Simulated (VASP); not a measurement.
Input of a VASP 6.6.1 run:

The input INCAR:

```
SYSTEM = Ti
  ALGO = Normal
  EDIFF = 1E-6
  EDIFFG = -0.005
  ENCUT = 600
  GGA = PS
  IBRION = 2
  ISIF = 4
  ISMEAR = -1
  LASPH = .TRUE.
  LCHARG = .FALSE.
  LREAL = .FALSE.
  LWAVE = .FALSE.
  NELM = 60
  NSW = 50
  PREC = Accurate
  SIGMA = 0.05
```

KPOINTS

```
k-points
0
G
  15 15 8
  0 0 0
```

File POSCAR:

```
Ti
1.0
    2.8429783797      0.0000000000      0.0000000000
   -1.4214891899      2.4620914992      0.0000000000
    0.0000000000      0.0000000000      4.4934344364
Ti
2
Direct
    0.3333333333      0.6666666667      0.2500000000
    0.6666666667      0.3333333333      0.7500000000
```

Potentials or basis: VASP PAW PBE potentials, release 64 (Ti_sv).

Launch:

```console
$ cat potpaw_PBE.64/Ti_sv/POTCAR > POTCAR
$ mpirun -np 1 vasp_std > vasp.out
```

(1) Estimate the band gap on the k mesh.

## Answers

(1) zero (bands 12 and 13 overlap by 1.09 eV).
